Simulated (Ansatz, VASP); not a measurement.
## MgO in VASP and in Ansatz

INCAR

```
SYSTEM = MgO
PREC = Accurate ; ENCUT = 520
EDIFF = 1E-7 ; ISMEAR = 0
SIGMA = 0.05 ; LREAL = .FALSE.
LASPH = .TRUE. ; NELM = 100
ALGO = Normal ; ISIF = 2
LWAVE = .FALSE. ; LCHARG = .FALSE.
GGA = PS ; NBANDS = 26
```

File KPOINTS:

```
Automatic mesh
0
G
  6 6 6
  0 0 0
```

The input POSCAR:

```
MgO
1.0
    4.2149416169      0.0000000000      0.0000000000
    0.0000000000     -4.2149416169      0.0000000000
    0.0000000000      0.0000000000     -4.2149416169
Mg O
4 4
Direct
   -0.0889138280      0.0889138280      0.1257431415
    0.5000000000      0.5000000000      0.0000000000
    0.5000000000      0.0000000000      0.5000000000
    0.0000000000      0.5000000000      0.5000000000
    0.5000000000      0.0000000000      0.0000000000
    0.0000000000      0.5000000000      0.0000000000
    0.0000000000      0.0000000000      0.5000000000
    0.5000000000      0.5000000000      0.5000000000
```

Input for Ansatz:

```yaml
crystal:
  lattice:
    - [4.2149416169, 0.0, 0.0]
    - [0.0, -4.2149416169, 0.0]
    - [0.0, 0.0, -4.2149416169]
  atoms:
    - { symbol: Mg, position: [-0.088913828, 0.088913828, 0.1257431415] }
    - { symbol: Mg, position: [0.5, 0.5, 0.0] }
    - { symbol: Mg, position: [0.5, 0.0, 0.5] }
    - { symbol: Mg, position: [0.0, 0.5, 0.5] }
    - { symbol: O, position: [0.5, 0.0, 0.0] }
    - { symbol: O, position: [0.0, 0.5, 0.0] }
    - { symbol: O, position: [0.0, 0.0, 0.5] }
    - { symbol: O, position: [0.5, 0.5, 0.5] }
basis:
  ecutwfc: 420
kpoints:
  mp_grid: { grid: [6, 6, 6] }
hamiltonian:
  xc: pbesol
  pseudopotentials: { kind: paw, azcp: { folder: soft_1 } }
scf:
  occupations: { method: gaussian, width: 0.05 }
output:
  forces: true
  stress: true
  eigenvalues: true
```

Alike in both runs: task single point; functional PBEsol; k mesh 6 × 6 × 6; occupations gaussian, width 0.05 eV; no spin polarisation.

|  | VASP | Ansatz |
| --- | --- | --- |
| version | VASP 6.6.1 | Ansatz 0.2.0 |
| potentials or method | VASP PAW PBE potentials, release 64 (Mg, O), cutoff 520 eV | scalar-relativistic, plane waves, PAW |
| valence electrons in the cell | 32 | 64 |

Ansatz gave:

```
gap on the k mesh at the Fermi level (eV)                     : 4.40
least direct gap on the mesh (eV)                             : 4.40
pressure (GPa)                                                : 14.5
traceless stress, the component that is largest in VASP (GPa) : 8.14
rms of the force components (eV/Å)                            : 2.199
```

Q: What did VASP give for the same quantities?

A: gap on the k mesh at the Fermi level (eV): 4.40; least direct gap on the mesh (eV): 4.40; pressure (GPa): 14.6; traceless stress, the component that is largest in VASP (GPa): 8.58; rms of the force components (eV/Å): 2.279.

VASP's potentials were made for PBE, not for PBEsol, and Ansatz warns of the same on its side. Atom by atom the forces differ by 0.085 eV/Å (rms over components). VASP's potentials hold 32 valence electrons a cell and Ansatz's 64, so a difference there can come from the potentials and not from the codes.
